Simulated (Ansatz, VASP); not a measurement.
**Two plane-wave programs on Al**

File INCAR:

```
SYSTEM = Al
PREC = Accurate ; ENCUT = 520
EDIFF = 1E-7 ; ISMEAR = 0
SIGMA = 0.15 ; LREAL = .False.
LASPH = .True. ; NELM = 80
ALGO = Normal ; ISIF = 2
LWAVE = .False. ; LCHARG = .True.
GGA = PE ; IVDW = 12
LELF = .True. ; LVHAR = .True.
NBANDS = 8
```

The input KPOINTS:

```
Automatic mesh
0
Gamma
  22 22 22
  0 0 0
```

POSCAR

```
Al
1.0
    0.0000000000      2.0294433876      1.6097544951
    2.0294433876      0.0000000000      1.6097544951
    2.0294433876      2.0294433876      0.0000000000
Al
1
Direct
    0.0000000000      0.0000000000      0.0000000000
```

Input for Ansatz:

```yaml
crystal:
  lattice:
    - [0.0, 2.0294433876, 1.6097544951]
    - [2.0294433876, 0.0, 1.6097544951]
    - [2.0294433876, 2.0294433876, 0.0]
  atoms:
    - { symbol: Al, position: [0.0, 0.0, 0.0] }
basis:
  ecutwfc: 420
kpoints:
  mp_grid: { grid: [22, 22, 22] }
hamiltonian:
  xc: pbe
  pseudopotentials: { kind: paw, azcp: { folder: soft_1 } }
  dispersion: d3bj
scf:
  occupations: { method: gaussian, width: 0.15 }
output:
  forces: true
  stress: true
  eigenvalues: true
  write_density: true
  write_potential: true
  elf: true
  volumetric_format: npy
```

Alike in both runs: task single point; functional PBE; dispersion D3(BJ); k mesh 22 × 22 × 22; occupations gaussian, width 0.15 eV; no spin polarisation.

|  | VASP | Ansatz |
| --- | --- | --- |
| version | VASP 6.6.1 | Ansatz 0.2.0 |
| potentials or method | VASP PAW PBE potentials, release 64 (Al), cutoff 520 eV | scalar-relativistic, plane waves, PAW |
| valence electrons in the cell | 3 | 3 |

VASP gave:

- gap on the k mesh at the Fermi level (eV): none
- pressure (GPa): 23.3
- traceless stress, the component that is largest in VASP (GPa): 5.12

Estimate Ansatz's values.

gap on the k mesh at the Fermi level (eV): none; pressure (GPa): 23.2; traceless stress, the component that is largest in VASP (GPa): 5.07.

A gap of «none» marks a metal or a gap that the smearing closes.
